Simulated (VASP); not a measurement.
Here is a VASP 6.6.1 calculation.

INCAR

```
PREC = Accurate ; ENCUT = 520
EDIFF = 1E-6 ; ISMEAR = 0
SIGMA = 0.02 ; LREAL = F
LASPH = T ; NELM = 100
ALGO = Normal ; ISIF = 2
LWAVE = F ; LCHARG = T
GGA = PS ; LELF = T
LVHAR = T ; NBANDS = 21
```

KPOINTS

```
Automatic mesh
0
Gamma
  6 6 6
```

POSCAR

```
BaH2
1.0
    4.3846172411      0.0000000000      0.0000000000
   -2.1923086206      3.7971899167      0.0000000000
    0.0000000000      0.0000000000      5.7961610691
Ba H
2 4
Direct
    0.6666666667      0.3333333333      0.7500000000
    0.3333333333      0.6666666667      0.2500000000
    0.3333333333      0.6666666667      0.7500000000
    0.6666666667      0.3333333333      0.2500000000
    0.0000000000      0.0000000000      0.5000000000
    0.0000000000      0.0000000000      0.0000000000
```

Potentials or basis: VASP PAW PBE potentials, release 64 (Ba_sv, H).

The run is started by

```bash
$ cat potpaw_PBE.64/Ba_sv/POTCAR potpaw_PBE.64/H/POTCAR > POTCAR
$ mpirun -np 1 vasp_std > vasp.out
```

Q: Predict the band gap on the k mesh.

A: 1.53 eV (least direct gap 2.44 eV).

Q: Predict the pressure.

A: 0.8 GPa.

Caveat: the PAW data sets were made with another functional, which shifts forces and pressure a little; spin-orbit coupling is left out, which moves the levels of the heavy elements. A k mesh can miss the band edges.
